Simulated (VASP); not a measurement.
Crystal: MgO.

```
CELL_PARAMETERS angstrom
3.48638 0.00000 0.00000
-1.74319 3.01929 0.00000
0.00000 0.00000 4.17804
ATOMIC_POSITIONS crystal
Mg 0.66667 0.33333 0.75000
Mg 0.33333 0.66667 0.25000
O 0.66667 0.33333 0.25000
O 0.33333 0.66667 0.75000
```

Base run:

```yaml
Program: VASP 6.6.1
Functional: PBEsol
Potentials_or_basis: VASP PAW PBE potentials, release 64 (Mg, O)
Cutoff: 520 eV
k_mesh: 6 × 6 × 4
Occupations: gaussian, width 0.01 eV
Spin: no spin polarisation
```

Its results: band gap on the k mesh 3.31 eV, direct; pressure 0.8 GPa.

Q: The run is repeated on the same cell with these changes: functional from PBEsol to BLYP. What comes out?

A: Band gap on the k mesh 3.71 eV, direct; pressure 6.0 GPa.

BLYP binds less tightly than PBEsol, so the same cell stands under more pressure.

Caveats: the PAW data sets were made with another functional, which shifts forces and pressure a little.

